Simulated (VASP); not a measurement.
Set up this calculation in VASP 6.6.1, as the native input.

```
Task                   : single point
Functional             : PBEsol
Potentials or basis    : VASP PAW PBE potentials, release 64 (Ti_sv, C)
Cutoff                 : 520 eV
k mesh                 : 18 × 18 × 18
Occupations            : gaussian, width 0.15 eV
Spin                   : no spin polarisation
Dipole correction      : no
Further INCAR settings : ALGO = Normal; EDIFF = 1e-06; NBANDS = 15
```

The structure of TiC lies in POSCAR:

```
TiC
1.0
    0.0000000000      2.1964600000      2.0990800000
    2.1964600000      0.0000000000      2.0990800000
    2.1964600000      2.1964600000      0.0000000000
Ti C
1 1
Direct
    0.0000000000      0.0000000000      0.0000000000
    0.5000000000      0.5000000000      0.5000000000
```

This cell differs from its parent crystal: strain +0.015 along x and y, -0.030 along z.

One way to write it, as run:

INCAR

```
PREC = Accurate ; ENCUT = 520
EDIFF = 1E-6 ; ISMEAR = 0
SIGMA = 0.15 ; LREAL = False
LASPH = True ; NELM = 100
ALGO = Normal ; ISIF = 2
LWAVE = False ; LCHARG = False
GGA = PS ; NBANDS = 15
```

KPOINTS

```
Automatic mesh
0
Gamma
  18 18 18
```

Potentials or basis: VASP PAW PBE potentials, release 64 (Ti_sv, C).

The run is started by

```sh
$ cat potpaw_PBE.64/Ti_sv/POTCAR potpaw_PBE.64/C/POTCAR > POTCAR
$ mpirun -np 1 vasp_std > vasp.out
```

It gave:

| Property | Result |
| --- | --- |
| Pressure | -4.7 GPa |
| Band gap on the k mesh | zero (bands 8 and 9 overlap by 1.61 eV) |

Caveat: the cell differs from its parent crystal (strain +0.015 along x and y, -0.030 along z); the stress differs along the axes, from -11 to 8 GPa; the PAW data sets were made with another functional, which shifts forces and pressure a little.

It took 2.1 min on 1 thread of Intel(R) Xeon(R) Platinum 8259CL CPU @ 2.50GHz (Skylake/Cascade Lake) (shared host), peak memory 0.26 GiB.
